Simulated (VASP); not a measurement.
Set up this calculation in VASP 6.6.1, as the native input.

```
Task                   : single point
Functional             : PBEsol
Potentials or basis    : VASP PAW PBE potentials, release 64 (Rh_pv)
Cutoff                 : 520 eV
k mesh                 : 15 × 15 × 15
Occupations            : gaussian, width 0.05 eV
Spin                   : no spin polarisation
Dipole correction      : no
Further INCAR settings : ALGO = Normal; EDIFF = 1e-06; NBANDS = 22
```

The structure of Rh lies in POSCAR:

```
Rh
1.0
    0.0000000000      2.7160399820      2.7160399820
    2.7160399820      0.0000000000      2.7160399820
    2.7160399820      2.7160399820      0.0000000000
Rh
2
Direct
    1.0000000000      1.0000000000      1.0000000000
    0.2500000000      0.2500000000      0.2500000000
```

One way to write it, as run:

INCAR

```
SYSTEM = Rh
  PREC = Accurate
  ENCUT = 520
  EDIFF = 1E-6
  ISMEAR = 0
  SIGMA = 0.05
  LREAL = .FALSE.
  LASPH = .TRUE.
  NELM = 100
  ALGO = Normal
  ISIF = 2
  LWAVE = .FALSE.
  LCHARG = .FALSE.
  GGA = PS
  NBANDS = 22
```

KPOINTS

```
Automatic mesh
0
G
  15 15 15
  0 0 0
```

Potentials or basis: VASP PAW PBE potentials, release 64 (Rh_pv).

Command:

```console
$ cat potpaw_PBE.64/Rh_pv/POTCAR > POTCAR
$ mpirun -np 1 vasp_std > vasp.out
```

It gave:

| Quantity | Value |
| --- | --- |
| Pressure | 0.1 GPa |
| Band gap on the k mesh | zero (band 15 reaches 7.41 eV, above the bottom of band 16 at 6.23 eV) |

Caveat: the PAW data sets were made with another functional, which shifts forces and pressure a little.

Run time: 39 s on 1 thread of AMD EPYC 9R45 96-Core Processor (Zen 5) (shared host), peak memory 0.19 GiB.
